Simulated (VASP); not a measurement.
# LiH (Fm-3m) in VASP: settings compared, part 2 of 2

VASP 6.6.1.

## 3. Single point, PBEsol (volume scaled by 1.06)

The input, INCAR:

```
  PREC = Accurate
  ENCUT = 520
  EDIFF = 1E-6
  ISMEAR = -1
  SIGMA = 0.05
  LREAL = False
  LASPH = True
  NELM = 100
  ALGO = Normal
  ISIF = 2
  LWAVE = False
  LCHARG = False
  GGA = PS
  NBANDS = 9
```

The input, KPOINTS:

```
regular mesh
0
Gamma
  11 11 11
```

The input, POSCAR:

```
LiH
1.0
    0.0000000000      2.0766964161      2.0766964161
    2.0766964161      0.0000000000      2.0766964161
    2.0766964161      2.0766964161      0.0000000000
Li H
1 1
Direct
    0.0000000000      0.0000000000      0.0000000000
    0.5000000000      0.5000000000      0.5000000000
```

Potentials or basis: VASP PAW PBE potentials, release 64 (Li_sv, H).

Launch:

```sh
> cat potpaw_PBE.64/Li_sv/POTCAR potpaw_PBE.64/H/POTCAR > POTCAR
> mpirun -np 1 vasp_std > vasp.out
```

OUTCAR:

```text
PREC = Accurate
   ENCUT = 520
   EDIFF = 1E-6
   ISMEAR = -1
   LREAL = False
   LASPH = True
   NELM = 100
   ISIF = 2
   GGA = PS

 ion  position               nearest neighbor table
   1  0.000  0.000  0.000-
   2  0.500  0.500  0.500-

  LATTYP: Found a face centered cubic cell.
 ALAT       =     4.1533928322

  Lattice vectors:

 A1 = (   0.0000000000,   2.0766964161,   2.0766964161)
 A2 = (   2.0766964161,   0.0000000000,   2.0766964161)
 A3 = (   2.0766964161,   2.0766964161,   0.0000000000)

Analysis of symmetry for initial positions (statically):
=====================================================================
 Subroutine PRICEL returns:
 Original cell was already a primitive cell.

 Routine SETGRP: Setting up the symmetry group for a
 face centered cubic supercell.

 Subroutine GETGRP returns: Found 48 space group operations
 (whereof 48 operations were pure point group operations)
 out of a pool of 48 trial point group operations.

The static configuration has the point symmetry O_h .

Analysis of symmetry for dynamics (positions and initial velocities):
=====================================================================
 Subroutine PRICEL returns:
 Original cell was already a primitive cell.

 Routine SETGRP: Setting up the symmetry group for a
 face centered cubic supercell.

 Subroutine GETGRP returns: Found 48 space group operations
 (whereof 48 operations were pure point group operations)
 out of a pool of 48 trial point group operations.

The dynamic configuration has the point symmetry O_h .

 Subroutine INISYM returns: Found 48 space group operations
 (whereof 48 operations are pure point group operations),
 and found     1 'primitive' translations

----------------------------------------------------------------------------------------
[... 115 lines left out ...]
  Fermi-wavevector in a.u.,A,eV,Ry     =   0.993219  1.876912 13.421937  0.986485
  Thomas-Fermi vector in A             =   2.125086
   LORBIT       =      0    0 simple, 1 ext, 2 COOP (PROOUT), +10 PAW based schemes
   GGA     = PS    functional components
   LHFCALC =     F    Hartree Fock is set to
   AEXX    =    0.0000 exact exchange contribution
   IVDW    =     0    specifies the selected vdW correction
   LEPSILON=     F    determine dielectric tensor
   LRPA    =     F    only Hartree local field effects (RPA)
 non-spin polarized calculation
  energy-cutoff  :      520.00
  volume of cell :       17.91
 maximum number of plane-waves:       531
 NGX is ok and might be reduce to    24
   NGX = 11   NGY = 11   NGZ = 11

 number of electron       4.0000008 magnetization

 Free energy of the ion-electron system (eV)
  ---------------------------------------------------
  ext. energy  EPLUGINS =         0.00000000
  ---------------------------------------------------
  free energy    TOTEN  =        -6.09356655 eV

  energy without entropy =       -6.09356655  energy(sigma->0) =       -6.09356655

 E-fermi :   0.7656     XC(G=0):  -8.2735

 val. band max:       -0.3532408074   @ k =  -0.4545   0.4545   0.0000
 cond. band min:       2.6493709713   @ k =  -0.4545   0.4545   0.0000
 fundamental gap:      3.0026117786
 Fermi energy:         0.7656414507

 k-point     1 :       0.0000    0.0000    0.0000
  band No.  band energies     occupation
      1     -44.1296      2.00000
      2      -5.4621      2.00000
      3      14.4546      0.00000
      4      16.3821      0.00000
      5      16.3821      0.00000
      6      16.3821      0.00000
      7      20.7832      0.00000
      8      20.7832      0.00000
      9      20.7832      0.00000
[... 265 lines left out ...]
 k-point    24 :      -0.1818    0.1818    0.0000
  band No.  band energies     occupation
      1     -44.1072      2.00000
      2      -3.9916      2.00000
      3       9.1384      0.00000
      4       9.3520      0.00000
      5      14.6962      0.00000
      6      16.1164      0.00000
      7      19.8358      0.00000
      8      21.5220      0.00000
      9      23.0858      0.00000

 [... further k-points ...]

------------------------ aborting loop because EDIFF is reached ----------------------------------------

  FORCE on cell =-STRESS in cart. coord.  units (eV):
  Direction    XX          YY          ZZ          XY          YZ          ZX
  --------------------------------------------------------------------------------------
  -------------------------------------------------------------------------------------
  Total       -0.4453274     -0.4453274     -0.4453274      0.0000000     -0.0000000      0.0000000
  in kB      -39.8328113    -39.8328113    -39.8328113      0.0000000     -0.0000000      0.0000000
  external PRESSURE =     -39.8328113 kB  Pullay stress =       0.0000000 kB

 VOLUME and BASIS-vectors are now :
 -----------------------------------------------------------------------------
  energy-cutoff  :      520.00
  volume of cell :       17.91
      direct lattice vectors                 reciprocal lattice vectors
     0.000000000  2.076696416  2.076696416    -0.240767016  0.240767016  0.240767016
     2.076696416  0.000000000  2.076696416     0.240767016 -0.240767016  0.240767016
     2.076696416  2.076696416  0.000000000     0.240767016  0.240767016 -0.240767016

 POSITION                                       TOTAL-FORCE (eV/Angst)
 -----------------------------------------------------------------------------------
      0.00000      0.00000      0.00000         0.000000     -0.000000     -0.000000
      2.07670      2.07670      2.07670         0.000000      0.000000      0.000000
 -----------------------------------------------------------------------------------
    total drift:                                0.000000     -0.000000     -0.000000

  FREE ENERGIE OF THE ION-ELECTRON SYSTEM (eV)
  ---------------------------------------------------
  free  energy   TOTEN  =        -6.0935665532 eV

  energy  without entropy=       -6.0935665532  energy(sigma->0) =       -6.09356655
```

It took 13 s on 1 thread of AMD EPYC 7R13, shared host; peak memory 0.1 GiB.

Results:

```
Free energy            : -6.0936 eV
Band gap on the k mesh : 3.00 eV, direct
```

Levels at points of the mesh, in eV from the valence-band top:
```tsv
k point	band 1	band 2	band 3	band 4	band 5	band 6
(0.00, 0.00, 0.00)	-43.78	-5.11	14.81	16.74	16.74	16.74
```

Caveat: the cell differs from its parent crystal (volume scaled by 1.06); the cutoff is under 1.25 times the usual one of these potentials, so pressure, stress and relaxed cells hold a basis-set (Pulay) error; the PAW data sets were made with another functional, which shifts forces and pressure a little.

## 4. Relaxation of cell and atoms, PBEsol+D4

This run uses another cell than the first one, of 8.45 Å³/atom, 0.962 times its volume.

The input, INCAR:

```
SYSTEM = LiH
  ALGO = Normal
  EDIFF = 1E-7
  EDIFFG = -0.01
  ENCUT = 600
  GGA = PS
  IBRION = 2
  ISIF = 3
  ISMEAR = -1
  IVDW = 13
  LASPH = .TRUE.
  LCHARG = .FALSE.
  LREAL = .FALSE.
  LWAVE = .FALSE.
  NELM = 60
  NSW = 60
  PREC = Accurate
  SIGMA = 0.05
```

The input, KPOINTS:

```
k-points
0
G
  11 11 11
  0 0 0
```

The input, POSCAR:

```
LiH
1.0
    0.0000000000      2.0367500000      2.0367500000
    2.0367500000      0.0000000000      2.0367500000
    2.0367500000      2.0367500000      0.0000000000
Li H
1 1
Direct
    0.0000000000      0.0000000000      0.0000000000
    0.5000000000      0.5000000000      0.5000000000
```

Launch:

```sh
> cat potpaw_PBE.64/Li_sv/POTCAR potpaw_PBE.64/H/POTCAR > POTCAR
> mpirun -np 1 vasp_std > vasp.out
```

Run time: 16 s. Hardware: 1 thread of Intel Xeon Platinum 8488C (Sapphire Rapids), shared host; peak memory 0.13 GiB.

Results (log left out):

| Property | Result |
| --- | --- |
| Free energy | -6.2051 eV |
| Relaxed volume | 7.69 Å³/atom |
| Relaxed cell | a = 2.791 Å, b = 2.791 Å, c = 2.791 Å, α = 60.00°, β = 60.00°, γ = 60.00° |
| Space group after relaxing (to 0.05 Å) | Fm-3m (No. 225) |
| Energy gained by relaxing | 7.6 meV/atom |
| Ionic steps | 4 |
| Pressure after relaxing | 0.0 GPa |
| Band gap on the k mesh | 2.91 eV, direct |
| Dispersion energy per atom | -0.041 eV |

The path:
```csv
step,energy change (eV),largest force (eV/Å),pressure (GPa),volume (Å³)
1,0.0000,0.0000,-3.02,16.90
2,-0.0065,0.0000,-2.36,16.51
3,-0.0149,0.0000,-0.52,15.60
4,-0.0153,0.0000,0.04,15.37
```

Final structure:
```yaml
crystal:
  lattice:
    - [0.00000, 1.97340, 1.97340]
    - [1.97340, 0.00000, 1.97340]
    - [1.97340, 1.97340, 0.00000]
  atoms:
    - { symbol: Li, position: [0.00000, 0.00000, 0.00000] }
    - { symbol: H, position: [0.50000, 0.50000, 0.50000] }
```

Levels at points of the mesh, in eV from the valence-band top:
```
           k point  band 1  band 2  band 3  band 4  band 5  band 6
(0.00, 0.00, 0.00)  -43.61   -5.67   16.76   18.25   18.25   18.25
```

Caveat: the cutoff is under 1.25 times the usual one of these potentials, so pressure, stress and relaxed cells hold a basis-set (Pulay) error; the PAW data sets were made with another functional, which shifts forces and pressure a little.

## 5. The runs side by side

| task | level | cell | cutoff (eV) | gap on the mesh (eV) |
| --- | --- | --- | --- | --- |
| single point | PBEsol | a = 2.918 Å, angles 60.0°, 2 atoms | 520 | 2.99 |
| single point | PBEsol | a = 2.937 Å, angles 60.0°, 2 atoms | 520 | 3.00 |
| relaxation of cell and atoms | PBEsol+D4 | relaxed from a = 2.880 Å, angles 60.0°, 2 atoms | 600 | 2.91 |

Alike in all rows: potentials or basis VASP PAW PBE potentials, release 64 (Li_sv, H); no spin polarisation; k mesh 11 × 11 × 11; smearing fermi-dirac 0.05 eV.

Caveats: the cutoff is under 1.25 times the usual one of these potentials, so pressure, stress and relaxed cells hold a basis-set (Pulay) error; the PAW data sets were made with another functional, which shifts forces and pressure a little.

Absolute energies hang on the potentials; compare differences alone.
